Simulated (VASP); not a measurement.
# AlN (P6_3mc) in VASP: vibrations by perturbation theory with PBE

Aim: the vibrations by perturbation theory of AlN with PBE.

Everything below comes from runs of VASP 6.6.1. Logs are shortened: lines on timing, memory, paths and dates and some standing lists are left out, and cuts for length are marked.

**1. The cell of the first run**

Symmetry: P6_3mc, No. 186, hexagonal system. Conventional cell: a = 3.130 Å, b = 3.130 Å, c = 5.017 Å, α = 90.00°, β = 90.00°, γ = 120.00°. Within 2.5 Å of Al (site symmetry 3m) lie 4 N at 1.90 to 1.91 Å. N (site symmetry 3m) has 4 Al at 1.90 to 1.91 Å within 2.5 Å.

**2. Vibrations by perturbation theory, PBE**

INCAR reads:

```
SYSTEM = AlN
ALGO = Normal
EDIFF = 1E-8
ENCUT = 520
GGA = PE
IBRION = 8
ISIF = 2
ISMEAR = 0
LASPH = .TRUE.
LCHARG = .TRUE.
LEPSILON = .TRUE.
LREAL = .FALSE.
LWAVE = .FALSE.
NELM = 100
NSW = 1
PREC = Accurate
SIGMA = 0.01
```

KPOINTS reads:

```
k-points
0
G
  9 9 5
  0 0 0
```

POSCAR reads:

```
AlN
1.0
    3.1297569663      0.0000000289      0.0000000000
   -1.5648785082      2.7104490260      0.0000000000
    0.0000000000      0.0000000000      5.0174032534
Al N
2 2
Direct
    0.6666666667      0.3333333333      0.4992353735
    0.3333333333      0.6666666667      0.9992353735
    0.6666666667      0.3333333333      0.8807646265
    0.3333333333      0.6666666667      0.3807646265
```

Potentials or basis: VASP PAW PBE potentials, release 64 (Al, N).

The run is started by

```bash
cat potpaw_PBE.64/Al/POTCAR potpaw_PBE.64/N/POTCAR > POTCAR
mpirun -np 1 vasp_std > vasp.out
```

OUTCAR:

```text
SYSTEM = AlN
   EDIFF = 1E-8
   ENCUT = 520
   GGA = PE
   IBRION = 8
   ISIF = 2
   ISMEAR = 0
   LASPH = .TRUE.
   LEPSILON = .TRUE.
   LREAL = .FALSE.
   NELM = 100
   NSW = 1
   PREC = Accurate

 ion  position               nearest neighbor table
   1  0.667  0.333  0.499-   4 1.90   4 1.90   4 1.90   3 1.91   2 3.09   2 3.09   2 3.09   2 3.09
                             2 3.09   2 3.09
   2  0.333  0.667  0.999-   3 1.90   3 1.90   3 1.90   4 1.91   1 3.09   1 3.09   1 3.09   1 3.09
                             1 3.09   1 3.09
   3  0.667  0.333  0.881-   2 1.90   2 1.90   2 1.90   1 1.91
   4  0.333  0.667  0.381-   1 1.90   1 1.90   1 1.90   2 1.91

  LATTYP: Found a hexagonal cell.
 ALAT       =     3.1297569663
 C/A-ratio  =     1.6031287117

  Lattice vectors:

 A1 = (   3.1297569663,   0.0000000289,   0.0000000000)
 A2 = (  -1.5648785082,   2.7104490260,   0.0000000000)
 A3 = (   0.0000000000,   0.0000000000,   5.0174032534)

Analysis of symmetry for initial positions (statically):
=====================================================================
 Subroutine PRICEL returns:
 Original cell was already a primitive cell.

 Routine SETGRP: Setting up the symmetry group for a
 hexagonal supercell.

 Subroutine GETGRP returns: Found 12 space group operations
 (whereof  6 operations were pure point group operations)
 out of a pool of 24 trial point group operations.

The static configuration has the point symmetry C_3v.
 The point group associated with its full space group is C_6v.

Analysis of symmetry for dynamics (positions and initial velocities):
=====================================================================
 Subroutine PRICEL returns:
 Original cell was already a primitive cell.

 Routine SETGRP: Setting up the symmetry group for a
 hexagonal supercell.

 Subroutine GETGRP returns: Found 12 space group operations
 (whereof  6 operations were pure point group operations)
 out of a pool of 24 trial point group operations.

The dynamic configuration has the point symmetry C_3v.
 The point group associated with its full space group is C_6v.

 Subroutine INISYM returns: Found 12 space group operations
 (whereof  6 operations are pure point group operations),
 and found     1 'primitive' translations

----------------------------------------------------------------------------------------

                                     Primitive cell

  volume of cell :      42.5629

  direct lattice vectors                    reciprocal lattice vectors
     3.129756966  0.000000029  0.000000000     0.319513625  0.184471282  0.000000000
    -1.564878508  2.710449026  0.000000000    -0.000000003  0.368942557  0.000000000
     0.000000000  0.000000000  5.017403253     0.000000000  0.000000000  0.199306284

  length of vectors
     3.129756966  3.129756966  5.017403253     0.368942557  0.368942557  0.199306284

  position of ions in fractional coordinates (direct lattice)
     0.666666667  0.333333333  0.499235373
     0.333333333  0.666666667  0.999235373
     0.666666667  0.333333333  0.880764627
     0.333333333  0.666666667  0.380764627

  ion indices of the primitive-cell ions
   primitive index   ion index
                 1           1
                 2           2
                 3           3
                 4           4

----------------------------------------------------------------------------------------

 KPOINTS: k-points

Automatic generation of k-mesh.
 Grid dimensions read from file:
 generate k-points for:    9    9    5

 Generating k-lattice:
[... 512 lines left out ...]

 Free energy of the ion-electron system (eV)
  ---------------------------------------------------
  ---------------------------------------------------
  free energy    TOTEN  =        -0.45122241 eV

  energy without entropy =       -0.45122241

------------------------ aborting loop because EDIFF is reached ----------------------------------------

--------------------------------------- Ionic step        2  -------------------------------------------

------------------------ aborting loop because EDIFF is reached ----------------------------------------

--------------------------------------- Ionic step        3  -------------------------------------------

------------------------ aborting loop because EDIFF is reached ----------------------------------------

 PIEZOELECTRIC TENSOR FIELD DIRECTION 3  (e Angst)
 -----------------------------------------------------------------------------
     0.71643 -0.00000  0.00000           (  0.00451 -0.00000  0.00000)
    -0.00000  0.71643 -0.00000           ( -0.00000  0.00451 -0.00000)
     0.00000 -0.00000 -1.12018           (  0.00000  0.00000 -0.00471)

 PIEZOELECTRIC TENSOR FIELD DIRECTION 3  (C/m^2)
 -----------------------------------------------------------------------------
     0.26968 -0.00000  0.00000
    -0.00000  0.26968 -0.00000
     0.00000 -0.00000 -0.42166

[... ionic steps 4 to 9 ...]

--------------------------------------- Ionic step       10  -------------------------------------------

------------------------ aborting loop because EDIFF is reached ----------------------------------------

[... ionic steps 11 to 11 ...]

--------------------------------------- Ionic step       12  -------------------------------------------

 Free energy of the ion-electron system (eV)
  ---------------------------------------------------
  ---------------------------------------------------
  free energy    TOTEN  =        -0.25354955 eV

  energy without entropy =       -0.25354955

------------------------ aborting loop because EDIFF is reached ----------------------------------------

 INTERNAL STRAIN TENSOR  FOR ION    3  DIRECTION 3   (eV/Angst):
 -----------------------------------------------------------------------------
     5.04136 -0.00000 -0.00000
    -0.00000  5.04136  0.00000
    -0.00000  0.00000-11.15713

 MACROSCOPIC STATIC DIELECTRIC TENSOR (including local field effects in DFT)
 ------------------------------------------------------
           4.472977    -0.000000     0.000000
          -0.000000     4.472977    -0.000000
           0.000000     0.000000     4.694701
 ------------------------------------------------------

 PIEZOELECTRIC TENSOR (including local field effects)  for field in x, y, z        (e  Angst)
          XX          YY          ZZ          XY          YZ          ZX
  --------------------------------------------------------------------------------
  x    -0.00000     0.00000     0.00000    -0.00000    -0.00000     0.90399
  y     0.00000     0.00000     0.00000     0.00000     0.90399    -0.00000
  z     0.71643     0.71643    -1.12018    -0.00000     0.00000     0.00000

 PIEZOELECTRIC TENSOR (including local field effects)  for field in x, y, z        (C/m^2)
          XX          YY          ZZ          XY          YZ          ZX
  --------------------------------------------------------------------------------
  x    -0.00000     0.00000     0.00000    -0.00000    -0.00000     0.34028
  y     0.00000     0.00000     0.00000     0.00000     0.34028    -0.00000
  z     0.26968     0.26968    -0.42166    -0.00000     0.00000     0.00000

 BORN EFFECTIVE CHARGES (including local field effects) (in |e|, cummulative output)
 ---------------------------------------------------------------------------------
 ion    1
    1     2.51616    -0.00000    -0.00000
    2    -0.00000     2.51616     0.00000
    3    -0.00000     0.00000     2.67605
 ion    2
    1     2.51616    -0.00000     0.00000
    2    -0.00000     2.51616     0.00000
    3     0.00000    -0.00000     2.67605
 ion    3
    1    -2.51616     0.00000    -0.00000
    2     0.00000    -2.51616    -0.00000
    3    -0.00000    -0.00000    -2.67605
 ion    4
    1    -2.51616     0.00000     0.00000
    2     0.00000    -2.51616     0.00000
    3     0.00000     0.00000    -2.67605

 INTERNAL STRAIN TENSOR FOR ION    4 for displacements in x,y,z  (eV/Angst):
          X           Y           Z          XY          YZ          ZX
  --------------------------------------------------------------------------------
  x     0.00000    -0.00000     0.00000    -9.77634    -0.00000     4.78866
  y    -9.77634     9.77634     0.00000    -0.00000     4.91373    -0.00000
  z     5.04136     5.04136   -11.15713    -0.00000     0.00000    -0.00000

 SECOND DERIVATIVES (NOT SYMMETRIZED)
 ------------------------------------
               1X          1Y          1Z          2X          2Y          2Z          3X          3Y          3Z          4X          4Y          4Z
  1X   -14.929366    0.000000   -0.000000    0.644588   -0.000000    0.000000    1.488095   -0.000000    0.000000   12.796684   -0.000000   -0.000000
  1Y     0.000000  -14.929366   -0.000000   -0.000000    0.644588   -0.000000   -0.000000    1.488095    0.000000   -0.000000   12.796684   -0.000000
  1Z    -0.000000   -0.000000  -20.233548   -0.000000   -0.000000    8.235112   -0.000000   -0.000000    5.909967    0.000000    0.000000    6.088469
  2X     0.644588   -0.000000    0.000000  -14.929366    0.000000    0.000000   12.796684   -0.000000    0.000000    1.488095   -0.000000    0.000000
  2Y    -0.000000    0.644588    0.000000    0.000000  -14.929366    0.000000   -0.000000   12.796684    0.000000   -0.000000    1.488095   -0.000000
  2Z     0.000000    0.000000    8.235112    0.000000    0.000000  -20.233548   -0.000000    0.000000    6.088469    0.000000    0.000000    5.909967
  3X     1.487572   -0.000000    0.000000   12.796848   -0.000000    0.000000  -14.987052    0.000000    0.000000    0.702632   -0.000000   -0.000000
  3Y    -0.000000    1.487572    0.000000   -0.000000   12.796848   -0.000000    0.000000  -14.987052    0.000000   -0.000000    0.702632   -0.000000
  3Z     0.000000    0.000000    5.895326    0.000000    0.000000    6.096918    0.000000   -0.000000  -18.836123    0.000000    0.000000    6.843879
  4X    12.796848   -0.000000    0.000000    1.487572   -0.000000    0.000000    0.702632   -0.000000    0.000000  -14.987052    0.000000    0.000000
  4Y    -0.000000   12.796848    0.000000   -0.000000    1.487572   -0.000000   -0.000000    0.702632    0.000000    0.000000  -14.987052   -0.000000
  4Z     0.000000   -0.000000    6.096918   -0.000000   -0.000000    5.895326    0.000000    0.000000    6.843879   -0.000000    0.000000  -18.836123

 Eigenvectors and eigenvalues of the dynamical matrix
 ----------------------------------------------------

   1 f  =   21.173041 THz   133.034143 2PiTHz  706.256640 cm-1    87.564624 meV
             X         Y         Z           dx          dy          dz
      1.564878  0.903483  2.504865     0.000000    0.000000   -0.008873
     -0.000000  1.806966  5.013567     0.000000    0.000000    0.008873
      1.564878  0.903483  4.419151    -0.000000   -0.000000   -0.707051
     -0.000000  1.806966  1.910450    -0.000000   -0.000000    0.707051
[... 71 lines left out ...]
  12 f/i=    0.002183 THz     0.013716 2PiTHz    0.072815 cm-1     0.009028 meV
             X         Y         Z           dx          dy          dz
      1.564878  0.903483  2.504865     0.000000   -0.000000    0.573692
     -0.000000  1.806966  5.013567     0.000000   -0.000000    0.573692
      1.564878  0.903483  4.419151     0.000000   -0.000000    0.413373
     -0.000000  1.806966  1.910450     0.000000   -0.000000    0.413373

--------------------------------------------------------------------------------------------------------

 MACROSCOPIC STATIC DIELECTRIC TENSOR IONIC CONTRIBUTION
 ------------------------------------------------------
           3.768546    -0.000000    -0.000000
          -0.000000     3.768546    -0.000000
          -0.000000    -0.000000     5.076209
 ------------------------------------------------------

 ELASTIC MODULI CONTR FROM IONIC RELAXATION (kBar)
 Direction    XX          YY          ZZ          XY          YZ          ZX
 --------------------------------------------------------------------------------
 XX        -623.4418    303.4226    354.0849      0.0000      0.0000      0.0000
 YY         303.4226   -623.4418    354.0849      0.0000     -0.0000      0.0000
 ZZ         354.0849    354.0849   -783.5536     -0.0000     -0.0000     -0.0000
 XY           0.0000      0.0000     -0.0000   -463.4322      0.0000      0.0000
 YZ           0.0000     -0.0000     -0.0000      0.0000   -114.8301      0.0000
 ZX           0.0000      0.0000     -0.0000      0.0000      0.0000   -119.3320
 --------------------------------------------------------------------------------

 PIEZOELECTRIC TENSOR IONIC CONTR  for field in x, y, z        (C/m^2)
          XX          YY          ZZ          XY          YZ          ZX
  --------------------------------------------------------------------------------
  x     0.00000     0.00000    -0.00000     0.00000     0.00000    -0.63101
  y     0.00000    -0.00000    -0.00000     0.00000    -0.61899     0.00000
  z    -0.84804    -0.84804     1.87662     0.00000     0.00000     0.00000
```

It took 4.6 min on 1 thread of AMD EPYC 9R45 (Zen 5), shared host; peak memory 0.35 GiB.

Results:

* Electronic dielectric tensor (diagonal): 4.47, 4.47, 4.69
* Born charges (mean of the diagonal): Al +2.57; N -2.57 e
* Highest phonon frequency at Γ, LO-TO splitting left out: 706 cm⁻¹

Phonon frequencies in cm⁻¹ (negative: imaginary):
```tsv
q point	frequencies
(0.000, 0.000, 0.000)	0 0 0 237 237 536 595 637 637 649 649 706
```

Electronic dielectric tensor:
```
4.47 0.00 0.00
0.00 4.47 0.00
0.00 0.00 4.69
```

Born effective charge tensors (e):
atom 1, Al
```
2.52 0.00 0.00
0.00 2.52 0.00
0.00 0.00 2.68
```
atom 2, Al
```
2.52 0.00 0.00
0.00 2.52 0.00
0.00 0.00 2.68
```
atom 3, N
```
-2.52  0.00  0.00
 0.00 -2.52  0.00
 0.00  0.00 -2.68
```
atom 4, N
```
-2.52  0.00  0.00
 0.00 -2.52  0.00
 0.00  0.00 -2.68
```
